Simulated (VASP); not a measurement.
Set up this calculation in VASP 6.6.1, as the native input.

| Property | Result |
| --- | --- |
| Task | single point |
| Functional | PBE |
| Potentials or basis | VASP PAW PBE potentials, release 64 (Al, Co) |
| Cutoff | 520 eV |
| k mesh | 24 × 24 × 24 |
| Occupations | gaussian, width 0.15 eV |
| Spin | no spin polarisation |
| Dipole correction | no |
| Further INCAR settings | ALGO = Fast; EDIFF = 1e-07; NBANDS = 13 |

The structure of AlCo lies in POSCAR:

```
AlCo
1.0
    2.6837429181      0.0000000000      0.0000000000
    0.0000000000      2.6837429181      0.0000000000
    0.0000000000      0.0000000000      3.2204915017
Al Co
1 1
Direct
    0.0000000000      0.0000000000      0.0000000000
    0.5000000000      0.5000000000      0.5000000000
```

This cell differs from its parent crystal: ratio of the length along z to the lengths across it x 1.2, volume and fractional coordinates fixed.

These files were run (other wordings do the same):

INCAR

```
SYSTEM = AlCo
PREC     = Accurate       ! precision mode
ENCUT    = 520            ! plane-wave cutoff, eV
EDIFF    = 1E-7           ! SCF threshold, eV
ISMEAR   = 0              ! smearing method
SIGMA    = 0.15           ! smearing width, eV
LREAL    = .FALSE.        ! projectors in reciprocal space
LASPH    = .TRUE.         ! aspherical terms in the spheres
NELM     = 100            ! most SCF steps
ALGO     = Fast           ! electronic algorithm
ISIF     = 2              ! what is computed and relaxed
LWAVE    = .FALSE.        ! write WAVECAR
LCHARG   = .FALSE.        ! write CHGCAR
GGA      = PE             ! functional
NBANDS   = 13             ! bands
```

KPOINTS

```
Automatic mesh
0
G
  24 24 24
  0 0 0
```

Potentials or basis: VASP PAW PBE potentials, release 64 (Al, Co).

Command:

```bash
$ cat potpaw_PBE.64/Al/POTCAR potpaw_PBE.64/Co/POTCAR > POTCAR
$ mpirun -np 1 vasp_std > vasp.out
```

Results of the run:

- Pressure: 2.8 GPa
- Band gap on the k mesh: zero (bands 6 and 7 overlap by 2.90 eV)

Caveat: the stress differs along the axes, from -8 to 8 GPa; the run has no spin polarisation, though such a crystal can be magnetic.

Wall time 4.2 min on 1 thread of Intel(R) Xeon(R) Platinum 8559C (Emerald Rapids), on a shared host, peak memory 0.46 GiB.
